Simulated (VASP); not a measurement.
# Mo (Im-3m) in VASP: elastic constants with PBEsol

Aim: the elastic constants of Mo with PBEsol.

All numbers are computed with VASP 6.6.1; they aren't measurements. Logs are shortened: lines on timing, memory, paths and dates and some standing lists are left out, and cuts for length are marked.

## (1) The cell of the first run

It takes space group Im-3m (No. 229, cubic). The conventional cell has a = 3.129 Å, b = 3.129 Å, c = 3.129 Å, α = 90.00°, β = 90.00°, γ = 90.00°. Within 3.6 Å of Mo (site symmetry m-3m) lie 14 Mo at 2.71 to 3.13 Å.

## (2) Elastic constants, PBEsol

The input, INCAR:

```
SYSTEM = Mo
  ALGO = Normal
  EDIFF = 1E-8
  ENCUT = 600
  GGA = PS
  IBRION = 6
  ISIF = 3
  ISMEAR = -1
  LASPH = .TRUE.
  LCHARG = .TRUE.
  LREAL = .FALSE.
  LWAVE = .FALSE.
  NELM = 60
  NFREE = 2
  NSW = 1
  POTIM = 0.015
  PREC = Accurate
  SIGMA = 0.05
```

The input, KPOINTS:

```
k-points
0
G
  22 22 22
  0 0 0
```

The input, POSCAR:

```
Mo
1.0
   -1.5647286424      1.5647286424      1.5647286424
    1.5647286424     -1.5647286424      1.5647286424
    1.5647286424      1.5647286424     -1.5647286424
Mo
1
Direct
    0.0000000000      0.0000000000      0.0000000000
```

Potentials or basis: VASP PAW PBE potentials, release 64 (Mo_sv).

The run is started by

```
$ cat potpaw_PBE.64/Mo_sv/POTCAR > POTCAR
$ mpirun -np 1 vasp_std > vasp.out
```

OUTCAR:

```text
SYSTEM = Mo
   EDIFF = 1E-8
   ENCUT = 600
   GGA = PS
   IBRION = 6
   ISIF = 3
   ISMEAR = -1
   LASPH = .TRUE.
   LREAL = .FALSE.
   NELM = 60
   NFREE = 2
   NSW = 1
   POTIM = 0.015
   PREC = Accurate

 ion  position               nearest neighbor table
   1  0.000  0.000  0.000-

  LATTYP: Found a body centered cubic cell.
 ALAT       =     3.1294572848

  Lattice vectors:

 A1 = (  -1.5647286424,   1.5647286424,   1.5647286424)
 A2 = (   1.5647286424,  -1.5647286424,   1.5647286424)
 A3 = (   1.5647286424,   1.5647286424,  -1.5647286424)

Analysis of symmetry for initial positions (statically):
=====================================================================
 Subroutine PRICEL returns:
 Original cell was already a primitive cell.

 Routine SETGRP: Setting up the symmetry group for a
 body centered cubic supercell.

 Subroutine GETGRP returns: Found 48 space group operations
 (whereof 48 operations were pure point group operations)
 out of a pool of 48 trial point group operations.

The static configuration has the point symmetry O_h .

Analysis of symmetry for dynamics (positions and initial velocities):
=====================================================================
 Subroutine PRICEL returns:
 Original cell was already a primitive cell.

 Routine SETGRP: Setting up the symmetry group for a
 body centered cubic supercell.

 Subroutine GETGRP returns: Found 48 space group operations
 (whereof 48 operations were pure point group operations)
 out of a pool of 48 trial point group operations.

The dynamic configuration has the point symmetry O_h .

 Subroutine INISYM returns: Found 48 space group operations
 (whereof 48 operations are pure point group operations),
 and found     1 'primitive' translations

----------------------------------------------------------------------------------------
[... 339 lines left out ...]
      4     -21.6477      2.00000
      5       5.4370      2.00000
      6      11.3827      2.00000
      7      11.3827      2.00000
      8      11.3827      2.00000
      9      14.4714      0.00000
     10      14.4714      0.00000
     11      27.6239      0.00000
[... 309 lines left out ...]
 k-point    24 :       0.1364    0.0909    0.0000
  band No.  band energies     occupation
      1     -48.3105      2.00000
      2     -22.1755      2.00000
      3     -21.7859      2.00000
      4     -21.6895      2.00000
      5       6.9778      2.00000
      6      10.6738      2.00000
      7      10.8771      2.00000
      8      13.1284      0.00145
      9      13.6578      0.00000
     10      14.6959      0.00000
     11      28.6073      0.00000

 [... further k-points ...]

------------------------ aborting loop because EDIFF is reached ----------------------------------------

  FORCE on cell =-STRESS in cart. coord.  units (eV):
  Direction    XX          YY          ZZ          XY          YZ          ZX
  --------------------------------------------------------------------------------------
  -------------------------------------------------------------------------------------
  Total        0.0440470      0.0440470      0.0440470      0.0000000      0.0000000      0.0000000
  in kB        4.6052094      4.6052094      4.6052094      0.0000000      0.0000000      0.0000000
  external PRESSURE =       4.6052094 kB  Pullay stress =       0.0000000 kB
[... 16 lines left out ...]
  FREE ENERGIE OF THE ION-ELECTRON SYSTEM (eV)
  ---------------------------------------------------
  free  energy   TOTEN  =       -11.7796067027 eV

  energy  without entropy=      -11.7740478019  energy(sigma->0) =      -11.77682725

 INTERNAL STRAIN TENSORS FROM STRAINED CELLS
 ============================================

 INTERNAL STRAIN TENSOR FOR ION    1 for displacements in x,y,z  (eV/Angst):
          X           Y           Z          XY          YZ          ZX
  --------------------------------------------------------------------------------
  x     0.00000    -0.00000    -0.00000     0.00000    -0.00000    -0.00000
  y    -0.00000     0.00000     0.00000     0.00000     0.00000    -0.00000
  z    -0.00000     0.00000     0.00000     0.00000     0.00000     0.00000

 INTERNAL STRAIN TENSORS FROM DISPLACED ATOMS
 ============================================

 INTERNAL STRAIN TENSOR FOR ION    1 for displacements in x,y,z  (eV/Angst):
          X           Y           Z          XY          YZ          ZX
  --------------------------------------------------------------------------------
  x     0.00000     0.00000     0.00000     0.00000     0.00000     0.00000
  y     0.00000     0.00000     0.00000     0.00000     0.00000     0.00000
  z     0.00000     0.00000     0.00000     0.00000     0.00000     0.00000

 Eigenvectors and eigenvalues of the dynamical matrix
 ----------------------------------------------------

   1 f  =    0.000000 THz     0.000000 2PiTHz    0.000000 cm-1     0.000000 meV
             X         Y         Z           dx          dy          dz
      0.000000  0.000000  0.000000     1.000000    0.000000    0.000000

   2 f  =    0.000000 THz     0.000000 2PiTHz    0.000000 cm-1     0.000000 meV
             X         Y         Z           dx          dy          dz
      0.000000  0.000000  0.000000     0.000000    1.000000    0.000000

   3 f  =    0.000000 THz     0.000000 2PiTHz    0.000000 cm-1     0.000000 meV
             X         Y         Z           dx          dy          dz
      0.000000  0.000000  0.000000     0.000000    0.000000    1.000000

--------------------------------------------------------------------------------------------------------

 ELASTIC MODULI CONTR FROM IONIC RELAXATION (kBar)
 Direction    XX          YY          ZZ          XY          YZ          ZX
 --------------------------------------------------------------------------------
 XX           0.0000      0.0000      0.0000      0.0000      0.0000      0.0000
 YY           0.0000      0.0000      0.0000      0.0000      0.0000      0.0000
 ZZ           0.0000      0.0000      0.0000      0.0000      0.0000      0.0000
 XY           0.0000      0.0000      0.0000      0.0000      0.0000      0.0000
 YZ           0.0000      0.0000      0.0000      0.0000      0.0000      0.0000
 ZX           0.0000      0.0000      0.0000      0.0000      0.0000      0.0000
 --------------------------------------------------------------------------------

 TOTAL ELASTIC MODULI (kBar)
 Direction    XX          YY          ZZ          XY          YZ          ZX
 --------------------------------------------------------------------------------
 XX        4904.8846   1761.0675   1761.0675      0.0000      0.0000     -0.0000
 YY        1761.0675   4904.8846   1761.0675     -0.0000     -0.0000     -0.0000
 ZZ        1761.0675   1761.0675   4904.8846      0.0000      0.0000     -0.0000
 XY           0.0000     -0.0000      0.0000   1043.8008      0.0000      0.0000
 YZ           0.0000     -0.0000      0.0000      0.0000   1043.8008      0.0000
 ZX          -0.0000     -0.0000     -0.0000      0.0000      0.0000   1043.8008
 --------------------------------------------------------------------------------
```

OSZICAR:

```text
N       E                     dE             d eps       ncg     rms          rms(c)
DAV:   1     0.100852620486E+03    0.10085E+03   -0.89527E+03  7240   0.145E+03
DAV:   2    -0.110036277461E+02   -0.11186E+03   -0.10806E+03  7861   0.365E+02
DAV:   3    -0.125260030372E+02   -0.15224E+01   -0.15062E+01  8244   0.424E+01
[... 162 lines left out ...]
DAV:   3    -0.117795946893E+02    0.58180E-03   -0.20346E-03  8008   0.676E-01    0.146E-02
DAV:   4    -0.117796036906E+02   -0.90014E-05   -0.95984E-05  8009   0.125E-01    0.605E-03
DAV:   5    -0.117796055898E+02   -0.18992E-05   -0.13965E-06  8197   0.177E-02    0.202E-03
DAV:   6    -0.117796066853E+02   -0.10954E-05   -0.20173E-07  7948   0.697E-03    0.610E-04
DAV:   7    -0.117796067098E+02   -0.24481E-07   -0.10063E-08  4811   0.132E-03    0.247E-05
DAV:   8    -0.117796067027E+02    0.70575E-08   -0.42275E-10  3926   0.292E-04
  15 F= -.11779607E+02 E0= -.11776827E+02  d E =-.555890E-02
```

stdout:

```text
POSCAR found type information on POSCAR Mo
 POSCAR found :  1 types and       1 ions
 scaLAPACK will be used
 -----------------------------------------------------------------------------
|                                                                             |
|                                                                             |
|     You enforced a specific xc type in the INCAR file but a different       |
|     I HOPE YOU KNOW WHAT YOU ARE DOING!                                     |
|                                                                             |
 -----------------------------------------------------------------------------

 LDA part: xc-table for (Slater+PW92), standard interpolation
 POSCAR, INCAR and KPOINTS ok, starting setup
 FFT: planning ... GRIDC
 FFT: planning ... GRID_SOFT
 FFT: planning ... GRID
 WAVECAR not read
 entering main loop
 Found     1 degrees of freedom:
 Adding 6 more for cell shape distortion
 Finite differences POTIM= 0.01500 DOF=   7
 bond charge predicted
 Finite differences progress:
 bond charge predicted
 Finite differences progress:
 bond charge predicted
 Finite differences progress:
 bond charge predicted
 Finite differences progress:
 bond charge predicted
 Finite differences progress:
 bond charge predicted
 Finite differences progress:
 bond charge predicted
 Finite differences progress:
 bond charge predicted
 Finite differences progress:
 bond charge predicted
 Finite differences progress:
 bond charge predicted
 Finite differences progress:
 bond charge predicted
 Finite differences progress:
 bond charge predicted
 Finite differences progress:
 bond charge predicted
 Finite differences progress:
 bond charge predicted
 Finite differences progress:
```

Wall time 25 min (1 thread of Intel Xeon Platinum 8488C (Sapphire Rapids), shared host); peak memory 1.1 GiB.

Results:

```
Elastic constants C11, C12, C44 : 490, 176, 104 GPa
Voigt bulk modulus              : 281 GPa
```

Elastic tensor in Voigt notation (GPa, in the Cartesian axes of the cell as first typed):
```
490 176 176   0   0   0
176 490 176   0   0   0
176 176 490   0   0   0
  0   0   0 104   0   0
  0   0   0   0 104   0
  0   0   0   0   0 104
```

Clamped-ion elastic tensor (GPa):
```
490 176 176   0   0   0
176 490 176   0   0   0
176 176 490   0   0   0
  0   0   0 104   0   0
  0   0   0   0 104   0
  0   0   0   0   0 104
```

Caveat: the PAW data sets were made with another functional, which shifts forces and pressure a little.
